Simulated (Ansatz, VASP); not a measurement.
# VN in VASP and in Ansatz

File INCAR:

```
SYSTEM = VN
ALGO = Normal
EDIFF = 1E-7
EDIFFG = -0.02
ENCUT = 520
GGA = PE
GGA_COMPAT = .False.
IBRION = 2
ISIF = 2
ISMEAR = -1
ISPIN = 2
KPAR = 4
LASPH = .True.
LCHARG = .False.
LMAXMIX = 4
LORBIT = 11
LREAL = .False.
LWAVE = .False.
MAGMOM = 2 0
NELM = 200
NELMIN = 4
NSW = 80
PREC = Accurate
SIGMA = 0.05
```

Contents of KPOINTS:

```
k-points
0
Gamma
  19 19 19
  0 0 0
```

File POSCAR:

```
VN
1.0
    0.0000000000      2.0501472336      2.0501472336
    2.0501472336      0.0000000000      2.0501472336
    2.0501472336      2.0501472336      0.0000000000
V N
1 1
Direct
    0.0000000000      0.0000000000      0.0000000000
    0.5000000000      0.5000000000      0.5000000000
```

Input for Ansatz:

```yaml
crystal:
  lattice:
    - [0.0, 2.0501472336, 2.0501472336]
    - [2.0501472336, 0.0, 2.0501472336]
    - [2.0501472336, 2.0501472336, 0.0]
  atoms:
    - { symbol: V, position: [0.0, 0.0, 0.0], spin: 2.0 }
    - { symbol: "N", position: [0.5, 0.5, 0.5] }
magnetization:
  spin_polarized: true
kpoints:
  mp_grid: { grid: [19, 19, 19] }
scf:
  occupations: { method: fermi_dirac, width: 0.05 }
hamiltonian:
  xc: pbe
  pseudopotentials: { kind: paw }
output:
  forces: true
  stress: true
  populations: true
  efg:
    quadrupole_moments_barn: { V: -0.052, "N": 0.02044 }
    contact_densities: true
  write_density: true
  write_potential: true
  elf: true
  volumetric_format: npy
relax:
  f_tol: 0.02
  max_steps: 60
```

Change from the starting cell: volume scaled by 0.98, ions relaxed.

Alike in both runs: task relaxation of the atoms; functional PBE; k mesh 19 × 19 × 19; occupations fermi-dirac, width 0.05 eV; collinear spin.

|  | VASP | Ansatz |
| --- | --- | --- |
| version | VASP 6.6.1 | Ansatz 0.2.0 |
| potentials or method | VASP PAW PBE potentials, release 64 (V_sv, N) | plane-wave PAW, scalar-relativistic |
| plane-wave cutoff (eV) | 520 | 420 |
| valence electrons in the cell | 18 | 18 |

```tsv
	VASP	Ansatz	Ansatz less VASP
net moment per atom (μB)	0.00	0.00	0.000
```

Ansatz's warnings: seeded moment not kept, stress scf threshold loose.

Noted on VASP's run: the relaxation stopped at its first step, so nothing moved.
